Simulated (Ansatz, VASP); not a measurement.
## BeGe6F3 in VASP and in Ansatz

The input INCAR:

```
PREC = Accurate ; ENCUT = 600
EDIFF = 1E-6 ; ISMEAR = 0
SIGMA = 0.1 ; LREAL = F
LASPH = T ; NELM = 80
ALGO = Normal ; ISIF = 3
LWAVE = F ; LCHARG = F
GGA = PE ; IBRION = 2
NSW = 90 ; EDIFFG = -0.04
```

KPOINTS

```
regular mesh
0
Gamma
  4 4 4
```

POSCAR

```
BeGe6F3
1.0
   -3.5753292800      3.5753292800      3.5753292800
    3.5753292800     -3.5753292800      3.5753292800
    3.5753292800      3.5753292800     -3.5753292800
Be Ge F
1 6 3
Direct
    0.0000000000      0.0000000000      0.0000000000
    0.0000000000      0.7480425500      0.7480425500
    0.0000000000      0.2519574500      0.2519574500
    0.7480425500      0.0000000000      0.7480425500
    0.2519574500      0.0000000000      0.2519574500
    0.7480425500      0.7480425500      0.0000000000
    0.2519574500      0.2519574500      0.0000000000
    0.0000000000      0.5000000000      0.5000000000
    0.5000000000      0.0000000000      0.5000000000
    0.5000000000      0.5000000000      0.0000000000
```

Input for Ansatz:

```yaml
crystal:
  lattice:
    - [-3.57532928, 3.57532928, 3.57532928]
    - [3.57532928, -3.57532928, 3.57532928]
    - [3.57532928, 3.57532928, -3.57532928]
  atoms:
    - { symbol: Be, position: [0.0, 0.0, 0.0] }
    - { symbol: Ge, position: [0.0, 0.74804255, 0.74804255] }
    - { symbol: Ge, position: [0.0, 0.25195745, 0.25195745] }
    - { symbol: Ge, position: [0.74804255, 0.0, 0.74804255] }
    - { symbol: Ge, position: [0.25195745, 0.0, 0.25195745] }
    - { symbol: Ge, position: [0.74804255, 0.74804255, 0.0] }
    - { symbol: Ge, position: [0.25195745, 0.25195745, 0.0] }
    - { symbol: F, position: [0.0, 0.5, 0.5] }
    - { symbol: F, position: [0.5, 0.0, 0.5] }
    - { symbol: F, position: [0.5, 0.5, 0.0] }
basis:
  ecutwfc: 420
kpoints:
  mp_grid: { grid: [4, 4, 4] }
hamiltonian:
  xc: pbe
scf:
  occupations: { method: gaussian, width: 0.1 }
  lower_state_search: "off"
output:
  forces: true
  stress: true
  eigenvalues: true
relax:
  adjacent_minimum: "off"
  f_tol: 0.04
  max_steps: 70
  cell: { stress_tol: 0.4 }
```

Alike in both runs: task relaxation of cell and atoms; functional PBE; k mesh 4 × 4 × 4; occupations gaussian, width 0.1 eV; no spin polarisation.

```csv
,VASP,Ansatz
version,VASP 6.6.1,Ansatz 0.2.0
potentials or method,"VASP PAW PBE potentials, release 64 (Be, Ge_d, F), cutoff 600 eV","scalar-relativistic, plane waves, PAW"
valence electrons in the cell,107,107
```

```csv
,VASP,Ansatz,Ansatz less VASP
"gap on the k mesh at the Fermi level, each at its own relaxed structure (eV)",none,none,-
relaxed volume (Å³/atom),30.71,31.60,+0.895
relaxed cell length with the largest relative difference (Å),7.361,7.432,+0.0709
```

A gap of «none» marks a metal or a gap that the smearing closes.

Noted on VASP's run: the volume moved by over 15 % at a fixed basis, so the end points are rough.
